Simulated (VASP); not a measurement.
Input of a VASP 6.6.1 run:

File INCAR:

```
SYSTEM = In3GaP4
PREC     = Accurate       ! precision mode
ENCUT    = 520            ! plane-wave cutoff, eV
EDIFF    = 1E-6           ! SCF threshold, eV
ISMEAR   = 0              ! smearing method
SIGMA    = 0.1            ! smearing width, eV
LREAL    = .False.        ! projectors in reciprocal space
LASPH    = .True.         ! aspherical terms in the spheres
NELM     = 100            ! most SCF steps
ALGO     = Normal         ! electronic algorithm
ISIF     = 2              ! what is computed and relaxed
LWAVE    = .False.        ! write WAVECAR
LCHARG   = .True.         ! write CHGCAR
GGA      = PE             ! functional
LELF     = .True.         ! ELF
LVHAR    = .True.       
NBANDS   = 46             ! bands
```

File KPOINTS:

```
regular mesh
0
Gamma
  4 4 4
  0 0 0
```

The input POSCAR:

```
In3GaP4
1.0
    5.8461726245      0.0000000000      0.0000000000
    0.0000000000      5.8461726245      0.0000000000
    0.0000000000      0.0000000000      5.8461726245
In Ga P
3 1 4
Direct
    0.0000000000      0.0000000000      0.5000000000
    0.0000000000      0.5000000000      0.0000000000
    0.5000000000      0.0000000000      0.0000000000
    0.5000000000      0.5000000000      0.5000000000
    0.2609715978      0.2609715978      0.2609715978
    0.2609715978      0.7390284022      0.7390284022
    0.7390284022      0.2609715978      0.7390284022
    0.7390284022      0.7390284022      0.2609715978
```

Potentials or basis: VASP PAW PBE potentials, release 64 (In_d, Ga_d, P).

Run with:

```sh
$ cat potpaw_PBE.64/In_d/POTCAR potpaw_PBE.64/Ga_d/POTCAR potpaw_PBE.64/P/POTCAR > POTCAR
$ mpirun -np 1 vasp_std > vasp.out
```

Question: Predict the largest force.

Answer: 0.019 eV/Å.

Question: What does it give for the band gap on the k mesh?

Answer: 0.61 eV.

Forces in eV/Å, atoms in the order of the input:
```
In   0.000  0.000  0.000
In   0.000  0.000  0.000
In   0.000  0.000  0.000
Ga   0.000  0.000  0.000
P   -0.011 -0.011 -0.011
P   -0.011  0.011  0.011
P    0.011 -0.011  0.011
P    0.011  0.011 -0.011
```

Caveat: semilocal functionals underestimate gaps, and a narrow one can read as zero; spin-orbit coupling is left out, which moves the levels of the heavy elements. A k mesh can miss the band edges.
